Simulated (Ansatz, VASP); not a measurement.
**One calculation of W, two programs**

```xyz
3
Lattice="4.8884 0.0000 0.0000 -2.4442 4.2335 0.0000 0.0000 0.0000 2.7222" Properties=species:S:1:pos:R:3 pbc="T T T"
W     0.0000    0.0000    0.0000
W     0.0000    2.8223    1.3611
W     2.4442    1.4112    1.3611
```

Alike in both runs: task single point; functional RPBE; k mesh 9 × 9 × 13; occupations fermi-dirac, width 0.1 eV; no spin polarisation.

|  | VASP | Ansatz |
| --- | --- | --- |
| version | VASP 6.6.1 | Ansatz 0.2.0 |
| potentials or method | VASP PAW PBE potentials, release 64 (W_sv), cutoff 520 eV | plane waves (420 eV) with PAW, scalar-relativistic |
| valence electrons in the cell | 42 | 42 |

```csv
,VASP,Ansatz,Ansatz less VASP
pressure (GPa),-23.5,-23.7,-0.19
"traceless stress, the component that is largest in VASP (GPa)",-2.33,-2.50,-0.164
```

VASP's potentials were made for PBE, not for RPBE.

Neither program's run includes spin-orbit coupling.
